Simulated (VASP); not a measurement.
# Ta2C (P-3m1) in VASP: a series of runs

Runs on Ta2C. Level: r2SCAN. Tasks: single point, relaxation of cell and atoms.

Everything below comes from runs of VASP 6.6.1. Logs are shortened: lines on timing, memory, paths and dates and some standing lists are left out, and cuts for length are marked.

## Step 1: The cell of the first run

Symmetry: P-3m1, No. 164, trigonal system. The conventional cell has a = 3.043 Å, b = 3.043 Å, c = 4.842 Å, α = 90.00°, β = 90.00°, γ = 120.00°. Ta (site symmetry 3m) has 3 C at 2.15 Å within 2.8 Å. Within 2.8 Å of C (site symmetry -3m) lie 6 Ta at 2.15 Å.

## Step 2: Single point, r2SCAN

POSCAR reads:

```
Ta2C
1.0
    3.0427764484      0.0000000000      0.0000000000
   -1.5213882242      2.6351217023      0.0000000000
    0.0000000000      0.0000000000      4.8419353057
Ta C
2 1
Direct
    0.3333333333      0.6666666667      0.2566795457
    0.6666666667      0.3333333333      0.7433204543
    0.0000000000      0.0000000000      0.0000000000
```

INCAR.step1 reads:

```
SYSTEM = Ta2C
  ALGO = Normal
  EDIFF = 1E-4
  ENCUT = 520
  GGA = PE
  ISMEAR = 0
  LASPH = .TRUE.
  LCHARG = .FALSE.
  LREAL = .FALSE.
  LWAVE = .TRUE.
  NBANDS = 20
  NELM = 100
  PREC = Accurate
  SIGMA = 0.1
```

INCAR.step2 reads:

```
SYSTEM = Ta2C
  ALGO = Normal
  EDIFF = 1E-6
  ENCUT = 520
  ISIF = 2
  ISMEAR = 0
  ISTART = 1
  LASPH = .TRUE.
  LCHARG = .FALSE.
  LMIXTAU = .TRUE.
  LREAL = .FALSE.
  LWAVE = .FALSE.
  METAGGA = R2SCAN
  NBANDS = 20
  NELM = 100
  PREC = Accurate
  SIGMA = 0.1
```

KPOINTS reads:

```
k-points
0
G
  18 18 8
  0 0 0
```

Potentials or basis: VASP PAW PBE potentials, release 64 (Ta_pv, C).

On the command line:

```console
cat potpaw_PBE.64/Ta_pv/POTCAR potpaw_PBE.64/C/POTCAR > POTCAR
cp INCAR.step1 INCAR
mpirun -np 1 vasp_std > vasp.out
cp INCAR.step2 INCAR
mpirun -np 1 vasp_std > vasp.out
```

OUTCAR:

```text
SYSTEM = Ta2C
   EDIFF = 1E-6
   ENCUT = 520
   ISIF = 2
   ISMEAR = 0
   ISTART = 1
   LASPH = .TRUE.
   LREAL = .FALSE.
   METAGGA = R2SCAN
   NELM = 100
   PREC = Accurate

 ion  position               nearest neighbor table
   1  0.333  0.667  0.257-   3 2.15   3 2.15   3 2.15   2 2.94   2 2.94   2 2.94   2 3.04   2 3.04
                             2 3.04
   2  0.667  0.333  0.743-   3 2.15   3 2.15   3 2.15   1 2.94   1 2.94   1 2.94   1 3.04   1 3.04
                             1 3.04
   3  0.000  0.000  0.000-   1 2.15   2 2.15   1 2.15   2 2.15   2 2.15   1 2.15

  LATTYP: Found a hexagonal cell.
 ALAT       =     3.0427764484
 C/A-ratio  =     1.5912885445

  Lattice vectors:

 A1 = (   3.0427764484,   0.0000000000,   0.0000000000)
 A2 = (  -1.5213882242,   2.6351217023,   0.0000000000)
 A3 = (   0.0000000000,   0.0000000000,   4.8419353057)

Analysis of symmetry for initial positions (statically):
=====================================================================
 Subroutine PRICEL returns:
 Original cell was already a primitive cell.

 Routine SETGRP: Setting up the symmetry group for a
 hexagonal supercell.

 Subroutine GETGRP returns: Found 12 space group operations
 (whereof 12 operations were pure point group operations)
 out of a pool of 24 trial point group operations.

The static configuration has the point symmetry D_3d.

Analysis of symmetry for dynamics (positions and initial velocities):
=====================================================================
 Subroutine PRICEL returns:
 Original cell was already a primitive cell.

 Routine SETGRP: Setting up the symmetry group for a
 hexagonal supercell.

 Subroutine GETGRP returns: Found 12 space group operations
 (whereof 12 operations were pure point group operations)
 out of a pool of 24 trial point group operations.

The dynamic configuration has the point symmetry D_3d.

 Subroutine INISYM returns: Found 12 space group operations
 (whereof 12 operations are pure point group operations),
 and found     1 'primitive' translations

----------------------------------------------------------------------------------------

                                     Primitive cell

  volume of cell :      38.8231

  direct lattice vectors                    reciprocal lattice vectors
     3.042776448  0.000000000  0.000000000     0.328647213  0.189744557  0.000000000
    -1.521388224  2.635121702  0.000000000     0.000000000  0.379489114  0.000000000
     0.000000000  0.000000000  4.841935306     0.000000000  0.000000000  0.206528988

  length of vectors
     3.042776448  3.042776448  4.841935306     0.379489114  0.379489114  0.206528988

  position of ions in fractional coordinates (direct lattice)
     0.333333333  0.666666667  0.256679546
     0.666666667  0.333333333  0.743320454
     0.000000000  0.000000000  0.000000000

  ion indices of the primitive-cell ions
   primitive index   ion index
                 1           1
                 2           2
                 3           3

----------------------------------------------------------------------------------------

 KPOINTS: k-points

Automatic generation of k-mesh.
 Grid dimensions read from file:
 generate k-points for:   18   18    8

 Generating k-lattice:

  Cartesian coordinates                     Fractional coordinates (reciprocal lattice)
     0.018258179  0.010541364  0.000000000     0.055555556  0.000000000  0.000000000
     0.000000000  0.021082729  0.000000000     0.000000000  0.055555556  0.000000000
     0.000000000  0.000000000  0.025816124     0.000000000  0.000000000  0.125000000

  Length of vectors
     0.021082729  0.021082729  0.025816124

  Shift w.r.t. Gamma in fractional coordinates (k-lattice)
     0.000000000  0.000000000  0.000000000

 Subroutine IBZKPT returns following result:
 ===========================================

 Found    266 irreducible k-points:

 Following reciprocal coordinates:
            Coordinates               Weight
  0.000000  0.000000  0.000000      1.000000
  0.055556  0.000000  0.000000      6.000000
  0.111111  0.000000  0.000000      6.000000
  0.166667  0.000000  0.000000      6.000000
  0.222222  0.000000  0.000000      6.000000
  0.277778  0.000000  0.000000      6.000000
[... 16 lines left out ...]
  0.333333  0.111111  0.000000     12.000000
  0.388889  0.111111  0.000000     12.000000
 [... further k-points ...]
   k-points           NKPTS =    266   k-points in BZ     NKDIM =    266   number of bands    NBANDS=     20
   number of dos      NEDOS =    301   number of ions     NIONS =      3
   total plane-waves  NPLWV =  20736
   dimension x,y,z NGX =    24 NGY =   24 NGZ =   36
   dimension x,y,z NGXF=    48 NGYF=   48 NGZF=   72
   ions per type =               2   1
   NGX,Y,Z   is equivalent  to a cutoff of  13.11, 13.11, 12.36 a.u.
   NGXF,Y,Z  is equivalent  to a cutoff of  26.23, 26.23, 24.72 a.u.
 SYSTEM =  Ta2C
   PREC   = accura    normal or accurate (medium, high low for compatibility)
   ISTART =      1    job   : 0-new  1-cont  2-samecut
   ICHARG =      0    charge: 1-file 2-atom 10-const
   ISPIN  =      1    spin polarized calculation?
   LNONCOLLINEAR =      F non collinear calculations
   LSORBIT =      F    spin-orbit coupling
   LASPH  =      T    aspherical Exc in radial PAW
   ENCUT  =  520.0 eV  38.22 Ry    6.18 a.u.   5.66  5.66  9.00*2*pi/ulx,y,z
   NELM   =    100;   NELMIN=  2; NELMDL=  0     # of ELM steps
   EDIFF  = 0.1E-05   stopping-criterion for ELM
   LREAL  =      F    real-space projection
   EDIFFG = 0.1E-04   stopping-criterion for IOM
   NSW    =      0    number of steps for IOM
   IBRION =     -1    ionic relax: 0-MD 1-quasi-New 2-CG
   NFREE  =      0    steps in history (QN), initial steepest desc. (CG)
   ISIF   =      2    stress and relaxation
   ISYM   =      2    0-nonsym 1-usesym 2-fastsym
   POTIM  = 0.5000    time-step for ionic-motion
   TEBEG  =    0.0;   TEEND  =   0.0 temperature during run
   PSTRESS=    0.0 pullay stress
   NELECT =      26.0000    total number of electrons
   NUPDOWN=      -1.0000    fix difference up-down
   EMIN   =  10.00;   EMAX   =-10.00  energy-range for DOS
   EFERMI =   0.00;   METHOD = LEGACY
   ISMEAR =     0;   SIGMA  =   0.10  broadening in eV -4-tet -1-fermi 0-gaus
   EFERMI_NEDOS =   21; number of points for ismear=-14 and -15
   IALGO  =     38    algorithm
   IMIX   =      4    mixing-type and parameters
     AMIX     =   0.40;   BMIX     =  1.00
     AMIX_MAG =   1.60;   BMIX_MAG =  1.00
  volume/ion in A,a.u.               =      12.94        87.33
  Fermi-wavevector in a.u.,A,eV,Ry     =   1.432307  2.706667 27.912389  2.051503
  Thomas-Fermi vector in A             =   2.551949
   LORBIT       =      0    0 simple, 1 ext, 2 COOP (PROOUT), +10 PAW based schemes
   METAGGA = R2SCAN    functional components
   LHFCALC =     F    Hartree Fock is set to
   AEXX    =    0.0000 exact exchange contribution
   IVDW    =     0    specifies the selected vdW correction
   LEPSILON=     F    determine dielectric tensor
   LRPA    =     F    only Hartree local field effects (RPA)
 non-spin polarized calculation
 Gauss-broadening in eV      SIGMA  =   0.10
  energy-cutoff  :      520.00
  volume of cell :       38.82
 maximum number of plane-waves:      1087
 NGX is ok and might be reduce to    24
   NGX = 11   NGY = 11   NGZ = 19

 number of electron      26.0000003 magnetization

 Free energy of the ion-electron system (eV)
  ---------------------------------------------------
  ext. energy  EPLUGINS =         0.00000000
  ---------------------------------------------------
  free energy    TOTEN  =      -108.99901399 eV

  energy without entropy =     -108.99605023  energy(sigma->0) =     -108.99753211

 E-fermi :   7.1333     XC(G=0): -14.2407

 val. band max:        7.1326930897   @ k =   0.0000   0.0556   0.2500
 cond. band min:       7.1547537776   @ k =  -0.1111   0.3333   0.3750
 fundamental gap:      0.0220606879
 Fermi energy:         7.1333377713

 k-point     1 :       0.0000    0.0000    0.0000
  band No.  band energies     occupation
      1     -29.0510      2.00000
      2     -28.1479      2.00000
      3     -28.1479      2.00000
      4     -28.0058      2.00000
      5     -28.0058      2.00000
      6     -27.9155      2.00000
[... 12 lines left out ...]
     19      10.0186      0.00000
     20      15.3433      0.00000

 k-point     2 :       0.0556    0.0000    0.0000
  band No.  band energies     occupation
      1     -29.0399      2.00000
      2     -28.1726      2.00000
      3     -28.1564      2.00000
      4     -28.0300      2.00000
      5     -28.0079      2.00000
      6     -27.9189      2.00000
[... 12 lines left out ...]
     19      10.4671      0.00000
     20      15.4774      0.00000

 k-point     3 :       0.1111    0.0000    0.0000
  band No.  band energies     occupation
      1     -29.0074      2.00000
      2     -28.2433      2.00000
      3     -28.1804      2.00000
      4     -28.0987      2.00000
      5     -28.0145      2.00000
      6     -27.9299      2.00000
[... 12 lines left out ...]
     19      11.4007      0.00000
     20      15.5650      0.00000

 k-point     4 :       0.1667    0.0000    0.0000
  band No.  band energies     occupation
      1     -28.9554      2.00000
      2     -28.3505      2.00000
      3     -28.2153      2.00000
      4     -28.2011      2.00000
      5     -28.0261      2.00000
      6     -27.9499      2.00000
[... 429 lines left out ...]
 k-point    23 :       0.3333    0.1111    0.0000
  band No.  band energies     occupation
      1     -28.8328      2.00000
      2     -28.6508      2.00000
      3     -28.6114      2.00000
      4     -28.3968      2.00000
      5     -28.1529      2.00000
      6     -28.1312      2.00000
[... 12 lines left out ...]
     19      13.9496      0.00000
     20      14.2034      0.00000

 k-point    24 :       0.3889    0.1111    0.0000
  band No.  band energies     occupation
      1     -28.8945      2.00000
      2     -28.6887      2.00000
      3     -28.5468      2.00000
      4     -28.4287      2.00000
      5     -28.1785      2.00000
      6     -28.1651      2.00000
[... 12 lines left out ...]
     19      13.5047      0.00000
     20      13.9060      0.00000

 [... further k-points ...]

------------------------ aborting loop because EDIFF is reached ----------------------------------------

  FORCE on cell =-STRESS in cart. coord.  units (eV):
  Direction    XX          YY          ZZ          XY          YZ          ZX
  --------------------------------------------------------------------------------------
  -------------------------------------------------------------------------------------
  Total        5.1343768      5.1343768      5.0979952      0.0000000     -0.0000000      0.0000000
  in kB      211.8890976    211.8890976    210.3876771      0.0000000     -0.0000000      0.0000000
  external PRESSURE =     211.3886241 kB  Pullay stress =       0.0000000 kB

 VOLUME and BASIS-vectors are now :
 -----------------------------------------------------------------------------
  energy-cutoff  :      520.00
  volume of cell :       38.82
      direct lattice vectors                 reciprocal lattice vectors
     3.042776448  0.000000000  0.000000000     0.328647213  0.189744557  0.000000000
    -1.521388224  2.635121702  0.000000000     0.000000000  0.379489114  0.000000000
     0.000000000  0.000000000  4.841935306     0.000000000  0.000000000  0.206528988

 POSITION                                       TOTAL-FORCE (eV/Angst)
 -----------------------------------------------------------------------------------
     -0.00000      1.75675      1.24283        -0.000000      0.000000      0.054364
      1.52139      0.87837      3.59911         0.000000     -0.000000     -0.054364
      0.00000      0.00000      0.00000         0.000000      0.000000      0.000000
 -----------------------------------------------------------------------------------
    total drift:                               -0.000000      0.000000     -0.000000

  FREE ENERGIE OF THE ION-ELECTRON SYSTEM (eV)
  ---------------------------------------------------
  free  energy   TOTEN  =      -108.9990139934 eV

  energy  without entropy=     -108.9960502331  energy(sigma->0) =     -108.99753211
```

Wall time 6.5 min (1 thread of AMD EPYC 9R45 (Zen 5), shared host); peak memory 0.28 GiB.

Results:

```yaml
Free_energy: -108.9990 eV
Pressure: 21.1 GPa
Largest_force: 0.054 eV/Å
Band_gap_on_the_k_mesh: zero (bands 13 and 14 overlap by 0.80 eV)
```

Forces in eV/Å, atoms in the order of the input:
```
Ta   0.000  0.000  0.054
Ta   0.000  0.000 -0.054
C    0.000  0.000  0.000
```

Stress tensor (GPa, compression positive):
```
21.19  0.00  0.00
 0.00 21.19  0.00
 0.00  0.00 21.04
```

Caveat: the cell stands under pressure; the PAW data sets were made with another functional, which shifts forces and pressure a little; spin-orbit coupling is left out, which moves the levels of the heavy elements.

## Step 3: Single point, r2SCAN

This run uses another cell than the first one, of 13.34 Å³/atom.

POSCAR reads:

```
Ta2C
1.0
    3.0742436851      0.0000000000      0.0000000000
   -1.5371218425      2.6623731287      0.0000000000
    0.0000000000      0.0000000000      4.8879823086
Ta C
2 1
Direct
    0.3333333333      0.6666666667      0.2553089129
    0.6666666667      0.3333333333      0.7446910871
    0.0000000000      0.0000000000      0.0000000000
```

INCAR.step1 reads:

```
PREC = Accurate
ENCUT = 520
ISMEAR = 0
SIGMA = 0.1
LREAL = False
LASPH = True
NELM = 60
NBANDS = 20
GGA = PE
ALGO = Normal
EDIFF = 1E-4
LWAVE = True
LCHARG = False
```

INCAR.step2 reads:

```
PREC = Accurate
ENCUT = 520
EDIFF = 1E-7
ISMEAR = 0
SIGMA = 0.1
LREAL = False
LASPH = True
NELM = 60
ALGO = Normal
ISIF = 2
LWAVE = False
LCHARG = True
METAGGA = R2SCAN
LMIXTAU = True
LELF = True
LVHAR = True
NBANDS = 20
ISTART = 1
```

KPOINTS reads:

```
regular mesh
0
Gamma
  18 18 8
```

Potentials or basis: VASP PAW PBE potentials, release 64 (Ta_pv, C).

On the command line:

```console
cat potpaw_PBE.64/Ta_pv/POTCAR potpaw_PBE.64/C/POTCAR > POTCAR
cp INCAR.step1 INCAR
mpirun -np 1 vasp_std > vasp.out
cp INCAR.step2 INCAR
mpirun -np 1 vasp_std > vasp.out
```

Run time: 7.9 min. Hardware: 1 thread of AMD EPYC 9R45 (Zen 5), shared host; peak memory 0.28 GiB.

The run converged. Its results:

```yaml
Free_energy: -109.1166 eV
Pressure: 11.0 GPa
Largest_force: 0.050 eV/Å
Band_gap_on_the_k_mesh: zero (bands 13 and 14 overlap by 0.78 eV)
```

Forces on the atoms (eV/Å):
```
Ta   0.000  0.000  0.050
Ta   0.000  0.000 -0.050
C    0.000  0.000  0.000
```

Stress tensor (GPa, compression positive):
```
11.04  0.00  0.00
 0.00 11.04  0.00
 0.00  0.00 10.92
```

Levels at points of the mesh, in eV from the Fermi level:
| k point | band 11 | band 12 | band 13 | band 14 | band 15 | band 16 |
| --- | --- | --- | --- | --- | --- | --- |
| (0.00, 0.00, 0.00) | -3.46 | 0.01 | 0.52 | 0.52 | 1.24 | 1.24 |
| (0.50, 0.00, 0.00) | -4.07 | -2.16 | -0.39 | 3.46 | 3.72 | 4.90 |
| (0.00, 0.00, 0.50) | -2.12 | -1.75 | -0.26 | -0.26 | 3.16 | 3.16 |
| (0.50, 0.00, 0.50) | -2.70 | -1.49 | -1.19 | 1.41 | 1.49 | 4.72 |

Caveat: the cell stands under pressure; the PAW data sets were made with another functional, which shifts forces and pressure a little; spin-orbit coupling is left out, which moves the levels of the heavy elements.

[end of part 1 of 3]

The gap in the log of VASP goes by the Fermi energy; the results here count the filled bands.